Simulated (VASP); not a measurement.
Wanted: the native input for a VASP 6.6.1 run.

```
Task                   : relaxation of cell and atoms
Functional             : PBE
Potentials or basis    : VASP PAW PBE potentials, release 64 (Sn_d, Te)
Cutoff                 : 600 eV
k mesh                 : 4 × 4 × 2
Occupations            : gaussian, width 0.1 eV
Spin                   : no spin polarisation
Dipole correction      : no
Further INCAR settings : ALGO = Normal; EDIFF = 1e-06; IBRION = 2; EDIFFG = -0.04; NSW = 90; ISIF = 3
```

The structure of Sn3Te lies in POSCAR:

```
Sn3Te
1.0
    3.8476506100      0.0000000000      0.0000000000
    0.0000000000      3.8476506100      0.0000000000
    0.0000000000      0.0000000000     10.0481840900
Sn Te
3 1
Direct
    0.5000000000      0.5000000000      0.7654517900
    0.0000000000      0.0000000000      0.5000000000
    0.5000000000      0.5000000000      0.2345482100
    0.0000000000      0.0000000000      0.0000000000
```

The cell was built from a structure type or drawn by symmetry, and may not be a known phase.

The input as run:

INCAR

```
SYSTEM = Sn3Te
PREC     = Accurate       ! precision mode
ENCUT    = 600            ! plane-wave cutoff, eV
EDIFF    = 1E-6           ! SCF threshold, eV
ISMEAR   = 0              ! smearing method
SIGMA    = 0.1            ! smearing width, eV
LREAL    = .FALSE.        ! projectors in reciprocal space
LASPH    = .TRUE.         ! aspherical terms in the spheres
NELM     = 60             ! most SCF steps
ALGO     = Normal         ! electronic algorithm
ISIF     = 3              ! what is computed and relaxed
LWAVE    = .FALSE.        ! write WAVECAR
LCHARG   = .FALSE.        ! write CHGCAR
GGA      = PE             ! functional
IBRION   = 2              ! ionic algorithm
NSW      = 90             ! ionic steps
EDIFFG   = -0.04          ! ionic threshold
```

KPOINTS

```
Automatic mesh
0
G
  4 4 2
  0 0 0
```

Potentials or basis: VASP PAW PBE potentials, release 64 (Sn_d, Te).

Run with:

```sh
$ cat potpaw_PBE.64/Sn_d/POTCAR potpaw_PBE.64/Te/POTCAR > POTCAR
$ mpirun -np 1 vasp_std > vasp.out
```

Results of the run:

* Relaxed volume: 27.99 Å³/atom
* Relaxed cell: a = 3.989 Å, b = 3.989 Å, c = 7.037 Å, α = 90.00°, β = 90.00°, γ = 90.00°
* Space group after relaxing (to 0.1 Å): P4/mmm (No. 123)
* Energy gained by relaxing: 368.3 meV/atom
* Ionic steps: 14
* Pressure after relaxing: 0.1 GPa
* Largest force after relaxing: 0.019 eV/Å
* Band gap on the k mesh: zero (bands 24 and 25 overlap by 2.94 eV)

Caveat: the k points lie up to 0.45 Å⁻¹ apart in the final cell, too coarse for converged energies and pressures of a metal; the volume moved by over 15 % at a fixed basis, so the end points are rough; spin-orbit coupling is left out, which moves the levels of the heavy elements.

Wall time 13 min on 1 thread of Intel Xeon 8259CL, with other jobs on the host, peak memory 0.32 GiB.
